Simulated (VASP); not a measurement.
Wanted: the native input for a VASP 6.6.1 run.

| Item | Value |
| --- | --- |
| Task | single point |
| Functional | BLYP |
| Potentials or basis | VASP PAW PBE potentials, release 64 (Mo_sv) |
| Cutoff | 520 eV |
| k mesh | 15 × 15 × 15 |
| Occupations | fermi-dirac, width 0.1 eV |
| Spin | no spin polarisation |
| Dipole correction | no |
| Further INCAR settings | ALGO = Normal; EDIFF = 1e-07; NBANDS = 13 |

The structure of Mo lies in POSCAR:

```
Mo
1.0
    0.0000000000      2.0275507014      2.0275507014
    2.0275507014      0.0000000000      2.0275507014
    2.0275507014      2.0275507014      0.0000000000
Mo
1
Direct
    0.0000000000      0.0000000000      0.0000000000
```

One way to write it, as run:

INCAR

```
AGGAC    = 1.0          
AGGAX    = 1.0          
ALDAC    = 0.0          
ALDAX    = 1.0          
ALGO     = Normal         # electronic algorithm
EDIFF    = 1E-7           # SCF threshold, eV
ENCUT    = 520            # plane-wave cutoff, eV
GGA      = B5             # functional
ISIF     = 2              # what is computed and relaxed
ISMEAR   = -1             # smearing method
LASPH    = True           # aspherical terms in the spheres
LCHARG   = False          # write CHGCAR
LREAL    = False          # projectors in reciprocal space
LWAVE    = False          # write WAVECAR
NBANDS   = 13             # bands
NELM     = 60             # most SCF steps
PREC     = Accurate       # precision mode
SIGMA    = 0.1            # smearing width, eV
```

KPOINTS

```
k-points
0
Gamma
  15 15 15
```

Potentials or basis: VASP PAW PBE potentials, release 64 (Mo_sv).

Command:

```console
$ cat potpaw_PBE.64/Mo_sv/POTCAR > POTCAR
$ mpirun -np 1 vasp_std > vasp.out
```

Results of the run:

- Pressure: 1.1 GPa
- Band gap on the k mesh: zero (band 7 reaches 15.40 eV, above the bottom of band 8 at 11.02 eV)

Caveat: the PAW data sets were made with another functional, which shifts forces and pressure a little.

It took 18 s on 1 thread of AMD EPYC 9R45 96-Core Processor (Zen 5), on a shared host, peak memory 0.12 GiB.
